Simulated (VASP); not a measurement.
# MgO (Periclase) (Fm-3m) in VASP: notebook

The runs below take MgO (Periclase) through single point, with PBE.

Everything below comes from runs of VASP 6.6.1. Logs are shortened: lines on timing, memory, paths and dates and some standing lists are left out, and cuts for length are marked.

**The experiment to reproduce.**

“Electronic structure of alkaline earth and post-transition metal oxides”, 2009, arxiv:0908.1581 quotes, for a bulk crystal of MgO: band gap 7.83 eV.

How close the calculation comes is told below.

**1. The cell of the first run**

Symmetry: Fm-3m, No. 225, cubic system. The conventional cell has a = 4.138 Å, b = 4.138 Å, c = 4.138 Å, α = 90.00°, β = 90.00°, γ = 90.00°. Within 2.7 Å of Mg (site symmetry m-3m) lie 6 O at 2.07 Å. O (site symmetry m-3m) has 6 Mg at 2.07 Å within 2.7 Å.

**2. Single point, PBE (volume scaled by 0.920)**

Contents of INCAR:

```
PREC     = Accurate       # precision mode
ENCUT    = 520            # plane-wave cutoff, eV
EDIFF    = 1E-6           # SCF threshold, eV
ISMEAR   = 0              # smearing method
SIGMA    = 0.05           # smearing width, eV
LREAL    = False          # projectors in reciprocal space
LASPH    = True           # aspherical terms in the spheres
NELM     = 100            # most SCF steps
ALGO     = Normal         # electronic algorithm
ISIF     = 2              # what is computed and relaxed
LWAVE    = False          # write WAVECAR
LCHARG   = True           # write CHGCAR
GGA      = PE             # functional
LELF     = True           # ELF
LVHAR    = True         
NBANDS   = 11             # bands
```

Contents of KPOINTS:

```
Automatic mesh
0
Gamma
  10 10 10
```

Contents of POSCAR:

```
MgO
1.0
    0.0000000000      2.0692016371      2.0692016371
    2.0692016371      0.0000000000      2.0692016371
    2.0692016371      2.0692016371      0.0000000000
Mg O
1 1
Direct
    0.0000000000      0.0000000000      0.0000000000
    0.5000000000      0.5000000000      0.5000000000
```

Potentials or basis: VASP PAW PBE potentials, release 64 (Mg, O).

The run is started by

```bash
$ cat potpaw_PBE.64/Mg/POTCAR potpaw_PBE.64/O/POTCAR > POTCAR
$ mpirun -np 1 vasp_std > vasp.out
```

OUTCAR:

```text
PREC = Accurate
   ENCUT = 520
   EDIFF = 1E-6
   ISMEAR = 0
   LREAL = False
   LASPH = True
   NELM = 100
   ISIF = 2
   GGA = PE

 ion  position               nearest neighbor table
   1  0.000  0.000  0.000-   2 2.07   2 2.07   2 2.07   2 2.07   2 2.07   2 2.07
   2  0.500  0.500  0.500-   1 2.07   1 2.07   1 2.07   1 2.07   1 2.07   1 2.07

  LATTYP: Found a face centered cubic cell.
 ALAT       =     4.1384032742

  Lattice vectors:

 A1 = (   0.0000000000,   2.0692016371,   2.0692016371)
 A2 = (   2.0692016371,   0.0000000000,   2.0692016371)
 A3 = (   2.0692016371,   2.0692016371,   0.0000000000)

Analysis of symmetry for initial positions (statically):
=====================================================================
 Subroutine PRICEL returns:
 Original cell was already a primitive cell.

 Routine SETGRP: Setting up the symmetry group for a
 face centered cubic supercell.

 Subroutine GETGRP returns: Found 48 space group operations
 (whereof 48 operations were pure point group operations)
 out of a pool of 48 trial point group operations.

The static configuration has the point symmetry O_h .

Analysis of symmetry for dynamics (positions and initial velocities):
=====================================================================
 Subroutine PRICEL returns:
 Original cell was already a primitive cell.

 Routine SETGRP: Setting up the symmetry group for a
 face centered cubic supercell.

 Subroutine GETGRP returns: Found 48 space group operations
 (whereof 48 operations were pure point group operations)
 out of a pool of 48 trial point group operations.

The dynamic configuration has the point symmetry O_h .

 Subroutine INISYM returns: Found 48 space group operations
 (whereof 48 operations are pure point group operations),
 and found     1 'primitive' translations

----------------------------------------------------------------------------------------

                                     Primitive cell

  volume of cell :      17.7190

  direct lattice vectors                    reciprocal lattice vectors
     0.000000000  2.069201637  2.069201637    -0.241639090  0.241639090  0.241639090
     2.069201637  0.000000000  2.069201637     0.241639090 -0.241639090  0.241639090
     2.069201637  2.069201637  0.000000000     0.241639090  0.241639090 -0.241639090

  length of vectors
     2.926293018  2.926293018  2.926293018     0.418531180  0.418531180  0.418531180

  position of ions in fractional coordinates (direct lattice)
     0.000000000  0.000000000  0.000000000
     0.500000000  0.500000000  0.500000000

  ion indices of the primitive-cell ions
   primitive index   ion index
                 1           1
                 2           2

----------------------------------------------------------------------------------------

 KPOINTS: Automatic mesh

Automatic generation of k-mesh.
 Grid dimensions read from file:
 generate k-points for:   10   10   10

 Generating k-lattice:

  Cartesian coordinates                     Fractional coordinates (reciprocal lattice)
    -0.024163909  0.024163909  0.024163909     0.100000000  0.000000000  0.000000000
     0.024163909 -0.024163909  0.024163909     0.000000000  0.100000000  0.000000000
     0.024163909  0.024163909 -0.024163909     0.000000000  0.000000000  0.100000000

  Length of vectors
     0.041853118  0.041853118  0.041853118

  Shift w.r.t. Gamma in fractional coordinates (k-lattice)
     0.000000000  0.000000000  0.000000000

 Subroutine IBZKPT returns following result:
 ===========================================

 Found     47 irreducible k-points:

 Following reciprocal coordinates:
            Coordinates               Weight
  0.000000  0.000000  0.000000      1.000000
  0.100000  0.000000  0.000000      8.000000
  0.200000  0.000000  0.000000      8.000000
  0.300000  0.000000  0.000000      8.000000
  0.400000  0.000000  0.000000      8.000000
  0.500000  0.000000  0.000000      4.000000
[... 16 lines left out ...]
  0.300000  0.300000  0.000000      6.000000
  0.400000  0.300000  0.000000     24.000000
 [... further k-points ...]
   k-points           NKPTS =     47   k-points in BZ     NKDIM =     47   number of bands    NBANDS=     11
   number of dos      NEDOS =    301   number of ions     NIONS =      2
   total plane-waves  NPLWV =  13824
   dimension x,y,z NGX =    24 NGY =   24 NGZ =   24
   dimension x,y,z NGXF=    48 NGYF=   48 NGZF=   48
   ions per type =               1   1
   NGX,Y,Z   is equivalent  to a cutoff of  13.63, 13.63, 13.63 a.u.
   NGXF,Y,Z  is equivalent  to a cutoff of  27.27, 27.27, 27.27 a.u.
 SYSTEM =  unknown system
   PREC   = accura    normal or accurate (medium, high low for compatibility)
   ISTART =      0    job   : 0-new  1-cont  2-samecut
   ICHARG =      2    charge: 1-file 2-atom 10-const
   ISPIN  =      1    spin polarized calculation?
   LNONCOLLINEAR =      F non collinear calculations
   LSORBIT =      F    spin-orbit coupling
   LASPH  =      T    aspherical Exc in radial PAW
   ENCUT  =  520.0 eV  38.22 Ry    6.18 a.u.   5.44  5.44  5.44*2*pi/ulx,y,z
   NELM   =    100;   NELMIN=  2; NELMDL= -5     # of ELM steps
   EDIFF  = 0.1E-05   stopping-criterion for ELM
   LREAL  =      F    real-space projection
   EDIFFG = 0.1E-04   stopping-criterion for IOM
   NSW    =      0    number of steps for IOM
   IBRION =     -1    ionic relax: 0-MD 1-quasi-New 2-CG
   NFREE  =      0    steps in history (QN), initial steepest desc. (CG)
   ISIF   =      2    stress and relaxation
   ISYM   =      2    0-nonsym 1-usesym 2-fastsym
   POTIM  = 0.5000    time-step for ionic-motion
   TEBEG  =    0.0;   TEEND  =   0.0 temperature during run
   PSTRESS=    0.0 pullay stress
   NELECT =       8.0000    total number of electrons
   NUPDOWN=      -1.0000    fix difference up-down
   EMIN   =  10.00;   EMAX   =-10.00  energy-range for DOS
   EFERMI =   0.00;   METHOD = LEGACY
   ISMEAR =     0;   SIGMA  =   0.05  broadening in eV -4-tet -1-fermi 0-gaus
   EFERMI_NEDOS =   21; number of points for ismear=-14 and -15
   IALGO  =     38    algorithm
   IMIX   =      4    mixing-type and parameters
     AMIX     =   0.40;   BMIX     =  1.00
     AMIX_MAG =   1.60;   BMIX_MAG =  1.00
  volume/ion in A,a.u.               =       8.86        59.79
  Fermi-wavevector in a.u.,A,eV,Ry     =   1.255910  2.373327 21.460621  1.577311
  Thomas-Fermi vector in A             =   2.389644
   LORBIT       =      0    0 simple, 1 ext, 2 COOP (PROOUT), +10 PAW based schemes
   GGA     = PE    functional components
   LHFCALC =     F    Hartree Fock is set to
   AEXX    =    0.0000 exact exchange contribution
   IVDW    =     0    specifies the selected vdW correction
   LEPSILON=     F    determine dielectric tensor
   LRPA    =     F    only Hartree local field effects (RPA)
 non-spin polarized calculation
 Gauss-broadening in eV      SIGMA  =   0.05
  energy-cutoff  :      520.00
  volume of cell :       17.72
 maximum number of plane-waves:       531
 NGX is ok and might be reduce to    24
   NGX = 11   NGY = 11   NGZ = 11

 number of electron       7.9999998 magnetization

 Free energy of the ion-electron system (eV)
  ---------------------------------------------------
  ext. energy  EPLUGINS =         0.00000000
  ---------------------------------------------------
  free energy    TOTEN  =       -11.85195410 eV

  energy without entropy =      -11.85195410  energy(sigma->0) =      -11.85195410

 E-fermi :   3.8650     XC(G=0): -11.3322

 val. band max:        3.5960969341   @ k =   0.0000   0.0000   0.0000
 cond. band min:       8.8550922903   @ k =   0.0000   0.0000   0.0000
 fundamental gap:      5.2589953563
 Fermi energy:         3.8649796856

 k-point     1 :       0.0000    0.0000    0.0000
  band No.  band energies     occupation
      1     -13.9480      2.00000
      2       3.5961      2.00000
      3       3.5961      2.00000
      4       3.5961      2.00000
      5       8.8551      0.00000
      6      19.6946      0.00000
      7      19.6946      0.00000
      8      19.6946      0.00000
      9      23.7534      0.00000
     10      25.5906      0.00000
     11      25.5906      0.00000

 k-point     2 :       0.1000    0.0000    0.0000
  band No.  band energies     occupation
      1     -13.8318      2.00000
      2       2.9338      2.00000
      3       3.5220      2.00000
      4       3.5220      2.00000
      5       9.4779      0.00000
      6      18.4300      0.00000
      7      19.9550      0.00000
      8      19.9550      0.00000
      9      24.9372      0.00000
     10      24.9372      0.00000
     11      25.5090      0.00000

 k-point     3 :       0.2000    0.0000    0.0000
  band No.  band energies     occupation
      1     -13.5127      2.00000
      2       1.5596      2.00000
      3       3.3344      2.00000
      4       3.3344      2.00000
      5      10.6658      0.00000
      6      16.9348      0.00000
      7      20.5073      0.00000
      8      20.5073      0.00000
      9      24.2675      0.00000
     10      24.2675      0.00000
     11      26.7234      0.00000

 k-point     4 :       0.3000    0.0000    0.0000
  band No.  band energies     occupation
      1     -13.0789      2.00000
      2       0.1607      2.00000
      3       3.1143      2.00000
      4       3.1143      2.00000
      5      11.5443      0.00000
      6      16.3550      0.00000
      7      20.7227      0.00000
      8      20.7227      0.00000
      9      24.7038      0.00000
     10      24.7038      0.00000
     11      26.1283      0.00000

 k-point     5 :       0.4000    0.0000    0.0000
  band No.  band energies     occupation
      1     -12.6869      2.00000
      2      -0.8729      2.00000
      3       2.9445      2.00000
      4       2.9445      2.00000
      5      11.8164      0.00000
      6      16.5879      0.00000
      7      20.5599      0.00000
      8      20.5599      0.00000
      9      25.5280      0.00000
     10      26.0038      0.00000
     11      26.0038      0.00000
[... 211 lines left out ...]
 k-point    21 :      -0.3000    0.2000    0.0000
  band No.  band energies     occupation
      1     -12.6025      2.00000
      2      -0.2511      2.00000
      3       1.6774      2.00000
      4       2.8838      2.00000
      5      13.3275      0.00000
      6      15.9200      0.00000
      7      18.4122      0.00000
      8      21.5698      0.00000
      9      24.3613      0.00000
     10      25.3613      0.00000
     11      29.6115      0.00000

 k-point    22 :      -0.2000    0.2000    0.0000
  band No.  band energies     occupation
      1     -12.9509      2.00000
      2       0.3695      2.00000
      3       2.1740      2.00000
      4       3.1065      2.00000
      5      12.5695      0.00000
      6      15.7931      0.00000
      7      19.3169      0.00000
      8      22.0436      0.00000
      9      22.4704      0.00000
     10      25.5955      0.00000
     11      29.3895      0.00000

 k-point    23 :       0.3000    0.3000    0.0000
  band No.  band energies     occupation
      1     -12.8593      2.00000
      2       0.3023      2.00000
      3       2.6037      2.00000
      4       2.6037      2.00000
      5      13.0230      0.00000
      6      14.1346      0.00000
      7      18.6224      0.00000
      8      22.1860      0.00000
      9      22.1860      0.00000
     10      28.3424      0.00000
     11      32.0887      0.00000

 k-point    24 :       0.4000    0.3000    0.0000
  band No.  band energies     occupation
      1     -12.5850      2.00000
      2      -0.1550      2.00000
      3       2.2151      2.00000
      4       2.4474      2.00000
      5      13.6080      0.00000
      6      14.0409      0.00000
      7      17.7748      0.00000
      8      22.4833      0.00000
      9      22.7002      0.00000
     10      29.1433      0.00000
     11      31.6617      0.00000

 [... further k-points ...]

------------------------ aborting loop because EDIFF is reached ----------------------------------------

  FORCE on cell =-STRESS in cart. coord.  units (eV):
  Direction    XX          YY          ZZ          XY          YZ          ZX
  --------------------------------------------------------------------------------------
  -------------------------------------------------------------------------------------
  Total        1.5346804      1.5346804      1.5346804      0.0000000     -0.0000000      0.0000000
  in kB      138.7682450    138.7682450    138.7682450      0.0000000     -0.0000000      0.0000000
  external PRESSURE =     138.7682450 kB  Pullay stress =       0.0000000 kB

 VOLUME and BASIS-vectors are now :
 -----------------------------------------------------------------------------
  energy-cutoff  :      520.00
  volume of cell :       17.72
      direct lattice vectors                 reciprocal lattice vectors
     0.000000000  2.069201637  2.069201637    -0.241639090  0.241639090  0.241639090
     2.069201637  0.000000000  2.069201637     0.241639090 -0.241639090  0.241639090
     2.069201637  2.069201637  0.000000000     0.241639090  0.241639090 -0.241639090

 POSITION                                       TOTAL-FORCE (eV/Angst)
 -----------------------------------------------------------------------------------
      0.00000      0.00000      0.00000         0.000000      0.000000      0.000000
      2.06920      2.06920      2.06920        -0.000000     -0.000000      0.000000
 -----------------------------------------------------------------------------------
    total drift:                               -0.000000     -0.000000      0.000000

  FREE ENERGIE OF THE ION-ELECTRON SYSTEM (eV)
  ---------------------------------------------------
  free  energy   TOTEN  =       -11.8519540956 eV

  energy  without entropy=      -11.8519540956  energy(sigma->0) =      -11.85195410
```

It took 6.4 s on 1 thread of Intel Xeon 6975P-C, shared host; peak memory 0.14 GiB.

Results:

* Free energy: -11.8520 eV
* Pressure: 13.9 GPa
* Band gap on the k mesh: 5.26 eV, direct

[end of part 1 of 2]
